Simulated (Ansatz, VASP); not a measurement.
AlRu: VASP beside Ansatz

File INCAR:

```
PREC = Accurate
ENCUT = 520
EDIFF = 1E-7
ISMEAR = 0
SIGMA = 0.15
LREAL = False
LASPH = True
NELM = 60
ALGO = Normal
ISIF = 2
LWAVE = False
LCHARG = False
GGA = PS
NBANDS = 16
```

KPOINTS

```
Automatic mesh
0
Gamma
  20 20 20
```

POSCAR

```
AlRu
1.0
    2.9317617045      0.0000000000      0.0000000000
    0.0000000000      2.9317617045      0.0000000000
    0.0000000000      0.0000000000      2.9317617045
Al Ru
1 1
Direct
    0.0000000000      0.0000000000      0.0000000000
    0.5000000000      0.5000000000      0.5000000000
```

Input for Ansatz:

```yaml
crystal:
  lattice:
    - [2.9317617045, 0.0, 0.0]
    - [0.0, 2.9317617045, 0.0]
    - [0.0, 0.0, 2.9317617045]
  atoms:
    - { symbol: Al, position: [0.0, 0.0, 0.0] }
    - { symbol: Ru, position: [0.5, 0.5, 0.5] }
basis:
  ecutwfc: 420
kpoints:
  mp_grid: { grid: [20, 20, 20] }
hamiltonian:
  xc: pbesol
scf:
  occupations: { method: gaussian, width: 0.15 }
output:
  forces: true
  stress: true
  eigenvalues: true
  write_density: true
  write_potential: true
  elf: true
  volumetric_format: npy
```

Change from the starting cell: strain -0.015 along x and y, -0.015 along z, atoms carried along.

Alike in both runs: task single point; functional PBEsol; k mesh 20 × 20 × 20; occupations gaussian, width 0.15 eV; no spin polarisation.

|  | VASP | Ansatz |
| --- | --- | --- |
| version | VASP 6.6.1 | Ansatz 0.2.0 |
| potentials or method | VASP PAW PBE potentials, release 64 (Al, Ru_pv), cutoff 520 eV | scalar-relativistic, plane waves, PAW |
| valence electrons in the cell | 17 | 19 |

|  | VASP | Ansatz | Ansatz less VASP |
| --- | --- | --- | --- |
| gap on the k mesh at the Fermi level (eV) | none | none | - |
| pressure (GPa) | 11.1 | 11.0 | -0.12 |

VASP's potentials were made for PBE, not for PBEsol. A gap of «none» marks a metal or a gap that the smearing closes. VASP's potentials hold 17 valence electrons a cell and Ansatz's 19, so a difference there can come from the potentials and not from the codes.
